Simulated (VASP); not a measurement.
Crystal: In.

```
In
1.0
    -1.64686    1.64686    2.50625
     1.64686   -1.64686    2.50625
     1.64686    1.64686   -2.50625
In
1
Direct
  0.00000 0.00000 0.00000
```

This cell differs from its parent crystal: volume scaled by 1.04.

Program: VASP 6.6.1. Alike in all runs: task single point; no spin polarisation; cell as given; k mesh 11 × 11 × 11; cutoff (eV) 520; smearing fermi-dirac 0.05 eV.

Order these runs on this cell by their pressure, lowest first.
A. level PBE; potentials or basis VASP PAW PBE potentials, release 64 (In_d)
B. level r2SCAN; potentials or basis VASP PAW PBE potentials, release 64 (In_d)
C. level LDA; potentials or basis VASP PAW LDA potentials, release 64 (In_d)

C (-3.8 GPa), B (-1.3 GPa), A (0.4 GPa).

Caveats: the PAW data sets were made with another functional, which shifts forces and pressure a little (some runs).
